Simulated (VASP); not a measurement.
# Pt (Fm-3m) in VASP: further runs

Pt is run at these levels: PBEsol; tasks: single point, relaxation of cell and atoms.

Everything below comes from runs of VASP 6.6.1. Logs are shortened: lines on timing, memory, paths and dates and some standing lists are left out, and cuts for length are marked.

### Step 1. The cell of the first run

Symmetry: Fm-3m, No. 225, cubic system. The conventional cell has a = 3.943 Å, b = 3.943 Å, c = 3.943 Å, α = 90.00°, β = 90.00°, γ = 90.00°. Pt (site symmetry m-3m) has 12 Pt at 2.79 Å within 3.7 Å.

### Step 2. Single point, PBEsol

The input, INCAR:

```
SYSTEM = Pt
ALGO = Normal
EDIFF = 1E-7
ENCUT = 520
GGA = PS
ISIF = 2
ISMEAR = 0
LASPH = .TRUE.
LCHARG = .FALSE.
LREAL = .FALSE.
LWAVE = .FALSE.
NBANDS = 11
NELM = 60
PREC = Accurate
SIGMA = 0.1
```

The input, KPOINTS:

```
k-points
0
G
  8 8 8
  0 0 0
```

The input, POSCAR:

```
Pt
1.0
    0.0000000000      1.9715751800      1.9715751800
    1.9715751800      0.0000000000      1.9715751800
    1.9715751800      1.9715751800      0.0000000000
Pt
1
Direct
    0.0000000000      0.0000000000      0.0000000000
```

Potentials or basis: VASP PAW PBE potentials, release 64 (Pt).

The run is started by

```bash
> cat potpaw_PBE.64/Pt/POTCAR > POTCAR
> mpirun -np 1 vasp_std > vasp.out
```

OUTCAR:

```text
SYSTEM = Pt
   EDIFF = 1E-7
   ENCUT = 520
   GGA = PS
   ISIF = 2
   ISMEAR = 0
   LASPH = .TRUE.
   LREAL = .FALSE.
   NELM = 60
   PREC = Accurate

 ion  position               nearest neighbor table
   1  0.000  0.000  0.000-

  LATTYP: Found a face centered cubic cell.
 ALAT       =     3.9431503600

  Lattice vectors:

 A1 = (   0.0000000000,   1.9715751800,   1.9715751800)
 A2 = (   1.9715751800,   0.0000000000,   1.9715751800)
 A3 = (   1.9715751800,   1.9715751800,   0.0000000000)

Analysis of symmetry for initial positions (statically):
=====================================================================
 Subroutine PRICEL returns:
 Original cell was already a primitive cell.

 Routine SETGRP: Setting up the symmetry group for a
 face centered cubic supercell.

 Subroutine GETGRP returns: Found 48 space group operations
 (whereof 48 operations were pure point group operations)
 out of a pool of 48 trial point group operations.

The static configuration has the point symmetry O_h .

Analysis of symmetry for dynamics (positions and initial velocities):
=====================================================================
 Subroutine PRICEL returns:
 Original cell was already a primitive cell.

 Routine SETGRP: Setting up the symmetry group for a
 face centered cubic supercell.

 Subroutine GETGRP returns: Found 48 space group operations
 (whereof 48 operations were pure point group operations)
 out of a pool of 48 trial point group operations.

The dynamic configuration has the point symmetry O_h .

 Subroutine INISYM returns: Found 48 space group operations
 (whereof 48 operations are pure point group operations),
 and found     1 'primitive' translations

----------------------------------------------------------------------------------------

                                     Primitive cell

  volume of cell :      15.3275

  direct lattice vectors                    reciprocal lattice vectors
     0.000000000  1.971575180  1.971575180    -0.253604329  0.253604329  0.253604329
     1.971575180  0.000000000  1.971575180     0.253604329 -0.253604329  0.253604329
     1.971575180  1.971575180  0.000000000     0.253604329  0.253604329 -0.253604329

  length of vectors
     2.788228359  2.788228359  2.788228359     0.439255582  0.439255582  0.439255582

  position of ions in fractional coordinates (direct lattice)
     0.000000000  0.000000000  0.000000000

  ion indices of the primitive-cell ions
   primitive index   ion index
                 1           1

----------------------------------------------------------------------------------------

 KPOINTS: k-points

Automatic generation of k-mesh.
 Grid dimensions read from file:
 generate k-points for:    8    8    8

 Generating k-lattice:

  Cartesian coordinates                     Fractional coordinates (reciprocal lattice)
    -0.031700541  0.031700541  0.031700541     0.125000000  0.000000000  0.000000000
     0.031700541 -0.031700541  0.031700541     0.000000000  0.125000000  0.000000000
     0.031700541  0.031700541 -0.031700541     0.000000000  0.000000000  0.125000000

  Length of vectors
     0.054906948  0.054906948  0.054906948

  Shift w.r.t. Gamma in fractional coordinates (k-lattice)
     0.000000000  0.000000000  0.000000000

 Subroutine IBZKPT returns following result:
 ===========================================

 Found     29 irreducible k-points:

 Following reciprocal coordinates:
            Coordinates               Weight
  0.000000  0.000000  0.000000      1.000000
  0.125000  0.000000  0.000000      8.000000
  0.250000  0.000000  0.000000      8.000000
  0.375000  0.000000  0.000000      8.000000
  0.500000  0.000000  0.000000      4.000000
  0.125000  0.125000  0.000000      6.000000
[... 16 lines left out ...]
  0.500000  0.250000  0.125000     48.000000
 -0.375000  0.250000  0.125000     24.000000
 [... further k-points ...]
   k-points           NKPTS =     29   k-points in BZ     NKDIM =     29   number of bands    NBANDS=     11
   number of dos      NEDOS =    301   number of ions     NIONS =      1
   total plane-waves  NPLWV =  13824
   dimension x,y,z NGX =    24 NGY =   24 NGZ =   24
   dimension x,y,z NGXF=    48 NGYF=   48 NGZF=   48
   ions per type =               1
   NGX,Y,Z   is equivalent  to a cutoff of  14.31, 14.31, 14.31 a.u.
   NGXF,Y,Z  is equivalent  to a cutoff of  28.62, 28.62, 28.62 a.u.
 SYSTEM =  Pt
   PREC   = accura    normal or accurate (medium, high low for compatibility)
   ISTART =      0    job   : 0-new  1-cont  2-samecut
   ICHARG =      2    charge: 1-file 2-atom 10-const
   ISPIN  =      1    spin polarized calculation?
   LNONCOLLINEAR =      F non collinear calculations
   LSORBIT =      F    spin-orbit coupling
   LASPH  =      T    aspherical Exc in radial PAW
   ENCUT  =  520.0 eV  38.22 Ry    6.18 a.u.   5.18  5.18  5.18*2*pi/ulx,y,z
   NELM   =     60;   NELMIN=  2; NELMDL= -5     # of ELM steps
   EDIFF  = 0.1E-06   stopping-criterion for ELM
   LREAL  =      F    real-space projection
   EDIFFG = 0.1E-05   stopping-criterion for IOM
   NSW    =      0    number of steps for IOM
   IBRION =     -1    ionic relax: 0-MD 1-quasi-New 2-CG
   NFREE  =      0    steps in history (QN), initial steepest desc. (CG)
   ISIF   =      2    stress and relaxation
   ISYM   =      2    0-nonsym 1-usesym 2-fastsym
   POTIM  = 0.5000    time-step for ionic-motion
   TEBEG  =    0.0;   TEEND  =   0.0 temperature during run
   PSTRESS=    0.0 pullay stress
   NELECT =      10.0000    total number of electrons
   NUPDOWN=      -1.0000    fix difference up-down
   EMIN   =  10.00;   EMAX   =-10.00  energy-range for DOS
   EFERMI =   0.00;   METHOD = LEGACY
   ISMEAR =     0;   SIGMA  =   0.10  broadening in eV -4-tet -1-fermi 0-gaus
   EFERMI_NEDOS =   21; number of points for ismear=-14 and -15
   IALGO  =     38    algorithm
   IMIX   =      4    mixing-type and parameters
     AMIX     =   0.40;   BMIX     =  1.00
     AMIX_MAG =   1.60;   BMIX_MAG =  1.00
  volume/ion in A,a.u.               =      15.33       103.43
  Fermi-wavevector in a.u.,A,eV,Ry     =   1.419880  2.683183 27.430132  2.016058
  Thomas-Fermi vector in A             =   2.540854
   LORBIT       =      0    0 simple, 1 ext, 2 COOP (PROOUT), +10 PAW based schemes
   GGA     = PS    functional components
   LHFCALC =     F    Hartree Fock is set to
   AEXX    =    0.0000 exact exchange contribution
   IVDW    =     0    specifies the selected vdW correction
   LEPSILON=     F    determine dielectric tensor
   LRPA    =     F    only Hartree local field effects (RPA)
 non-spin polarized calculation
 Gauss-broadening in eV      SIGMA  =   0.10
  energy-cutoff  :      520.00
  volume of cell :       15.33
 maximum number of plane-waves:       428
 NGX is ok and might be reduce to    24
   NGX = 11   NGY = 11   NGZ = 11

 number of electron      10.0000001 magnetization

 Free energy of the ion-electron system (eV)
  ---------------------------------------------------
  ext. energy  EPLUGINS =         0.00000000
  ---------------------------------------------------
  free energy    TOTEN  =        -6.95009336 eV

  energy without entropy =       -6.94094242  energy(sigma->0) =       -6.94551789

 E-fermi :  10.7177     XC(G=0): -13.5383

 val. band max:       10.5796705134   @ k =  -0.3750   0.3750   0.0000
 cond. band min:      10.7212860177   @ k =  -0.2500   0.1250   0.0000
 fundamental gap:      0.1416155043
 Fermi energy:        10.7176643934

 k-point     1 :       0.0000    0.0000    0.0000
  band No.  band energies     occupation
      1       0.6737      2.00000
      2       7.0526      2.00000
      3       7.0526      2.00000
      4       7.0526      2.00000
      5       9.1679      2.00000
      6       9.1679      2.00000
      7      25.4603      0.00000
      8      30.3227      0.00000
      9      30.3227      0.00000
     10      30.3227      0.00000
     11      35.5712      0.00000

 k-point     2 :       0.1250    0.0000    0.0000
  band No.  band energies     occupation
      1       1.2752      2.00000
      2       6.8164      2.00000
      3       7.2672      2.00000
      4       7.2672      2.00000
      5       9.0702      2.00000
      6       9.0702      2.00000
      7      26.3234      0.00000
      8      27.8498      0.00000
      9      31.2338      0.00000
     10      31.2338      0.00000
     11      36.7548      0.00000

 k-point     3 :       0.2500    0.0000    0.0000
  band No.  band energies     occupation
      1       2.6987      2.00000
      2       6.7067      2.00000
      3       7.4213      2.00000
      4       7.4213      2.00000
      5       9.3393      2.00000
      6       9.3393      2.00000
      7      23.9477      0.00000
      8      27.1182      0.00000
      9      33.2091      0.00000
     10      33.2091      0.00000
     11      34.1335      0.00000

 k-point     4 :       0.3750    0.0000    0.0000
  band No.  band energies     occupation
      1       3.5151      2.00000
      2       7.1513      2.00000
      3       7.1513      2.00000
      4       8.3124      2.00000
      5      10.2710      2.00000
      6      10.2710      2.00000
      7      19.3883      0.00000
      8      25.6845      0.00000
      9      30.9930      0.00000
     10      30.9930      0.00000
     11      37.0167      0.00000
[... 239 lines left out ...]
 k-point    22 :       0.3750    0.2500    0.1250
  band No.  band energies     occupation
      1       3.9654      2.00000
      2       5.7651      2.00000
      3       7.0455      2.00000
      4       8.6746      2.00000
      5       8.7655      2.00000
      6      10.7703      0.45703
      7      24.1342      0.00000
      8      26.3170      0.00000
      9      28.6144      0.00000
     10      30.9241      0.00000
     11      34.7361      0.00000

 k-point    23 :       0.5000    0.2500    0.1250
  band No.  band energies     occupation
      1       4.8017      2.00000
      2       6.2542      2.00000
      3       6.5292      2.00000
      4       8.3939      2.00000
      5      10.0320      2.00000
      6      12.6335      0.00000
      7      19.8883      0.00000
      8      24.9863      0.00000
      9      26.8825      0.00000
     10      31.0945      0.00000
     11      34.9302      0.00000

 k-point    24 :      -0.3750    0.2500    0.1250
  band No.  band energies     occupation
      1       4.8316      2.00000
      2       6.0587      2.00000
      3       7.3801      2.00000
      4       8.1376      2.00000
      5      10.5649      1.96930
      6      15.1166      0.00000
      7      16.1410      0.00000
      8      25.3017      0.00000
      9      25.7403      0.00000
     10      29.8227      0.00000
     11      36.7863      0.00000

 [... further k-points ...]
[... 5 lines left out ...]
  --------------------------------------------------------------------------------------
  -------------------------------------------------------------------------------------
  Total       -0.6020529     -0.6020529     -0.6020529      0.0000000      0.0000000      0.0000000
  in kB      -62.9325284    -62.9325284    -62.9325284      0.0000000      0.0000000      0.0000000
  external PRESSURE =     -62.9325284 kB  Pullay stress =       0.0000000 kB

 VOLUME and BASIS-vectors are now :
 -----------------------------------------------------------------------------
  energy-cutoff  :      520.00
  volume of cell :       15.33
      direct lattice vectors                 reciprocal lattice vectors
     0.000000000  1.971575180  1.971575180    -0.253604329  0.253604329  0.253604329
     1.971575180  0.000000000  1.971575180     0.253604329 -0.253604329  0.253604329
     1.971575180  1.971575180  0.000000000     0.253604329  0.253604329 -0.253604329

 POSITION                                       TOTAL-FORCE (eV/Angst)
 -----------------------------------------------------------------------------------
      0.00000      0.00000      0.00000         0.000000     -0.000000      0.000000
 -----------------------------------------------------------------------------------
    total drift:                                0.000000      0.000000     -0.000000

  FREE ENERGIE OF THE ION-ELECTRON SYSTEM (eV)
  ---------------------------------------------------
  free  energy   TOTEN  =        -6.9500933571 eV

  energy  without entropy=       -6.9409424214  energy(sigma->0) =       -6.94551789
```

Wall time 4.7 s (1 thread of Intel Xeon Platinum 8259CL at 2.50GHz (Skylake/Cascade Lake), shared host); peak memory 0.14 GiB.

Results:

| Property | Result |
| --- | --- |
| Free energy | -6.9501 eV |
| Pressure | -6.3 GPa |
| Band gap on the k mesh | zero (band 5 reaches 11.23 eV, above the bottom of band 6 at 9.07 eV) |

Levels at points of the mesh, in eV from the Fermi level:
```
           k point  band 3  band 4  band 5  band 6  band 7  band 8
(0.00, 0.00, 0.00)   -3.67   -3.67   -1.55   -1.55   14.74   19.61
(0.50, 0.00, 0.00)   -3.72   -0.41    0.07    0.07    5.72   14.29
(0.50, 0.50, 0.00)    0.05    0.51    0.51    1.81    8.70   11.35
```

Caveat: the PAW data sets were made with another functional, which shifts forces and pressure a little; spin-orbit coupling is left out, which moves the levels of the heavy elements.

### Step 3. Single point, PBEsol

This run uses another cell than the first one, of 15.04 Å³/atom, 0.981 times its volume.

The input, INCAR:

```
PREC = Accurate
ENCUT = 520
EDIFF = 1E-7
ISMEAR = 0
SIGMA = 0.1
LREAL = F
LASPH = T
NELM = 60
ALGO = Fast
ISIF = 2
LWAVE = F
LCHARG = T
GGA = PS
LELF = T
LVHAR = T
NBANDS = 11
```

The input, KPOINTS:

```
Automatic mesh
0
Gamma
  18 18 18
```

The input, POSCAR:

```
Pt
1.0
    0.0000000000      1.9589914954      1.9589914954
    1.9589914954      0.0000000000      1.9589914954
    1.9589914954      1.9589914954      0.0000000000
Pt
1
Direct
    0.0000000000      0.0000000000      0.0000000000
```

Potentials or basis: VASP PAW PBE potentials, release 64 (Pt).

The run is started by

```bash
> cat potpaw_PBE.64/Pt/POTCAR > POTCAR
> mpirun -np 1 vasp_std > vasp.out
```

Wall time 25 s (1 thread of Intel Xeon Platinum 8259CL at 2.50GHz (Skylake/Cascade Lake), shared host); peak memory 0.16 GiB.

Results (log left out):

```
Free energy            : -6.9655 eV
Pressure               : -0.4 GPa
Band gap on the k mesh : zero (band 5 reaches 11.65 eV, above the bottom of band 6 at 9.41 eV)
```

Levels at points of the mesh, in eV from the Fermi level:
```
           k point  band 1  band 2  band 3  band 4  band 5  band 6  band 7  band 8  band 9  band 10
(0.00, 0.00, 0.00)  -10.33   -3.83   -3.83   -3.83   -1.64   -1.64   14.61   19.59   19.59    19.59
(0.50, 0.00, 0.00)   -7.40   -3.89   -3.89   -0.56    0.04    0.04    5.82   14.17   18.96    18.96
(0.50, 0.50, 0.00)   -7.14   -6.68    0.02    0.49    0.49    1.70    8.86   11.34   11.34    20.13
```

Caveat: the PAW data sets were made with another functional, which shifts forces and pressure a little; spin-orbit coupling is left out, which moves the levels of the heavy elements.

(Continued in part 2 of 2.)
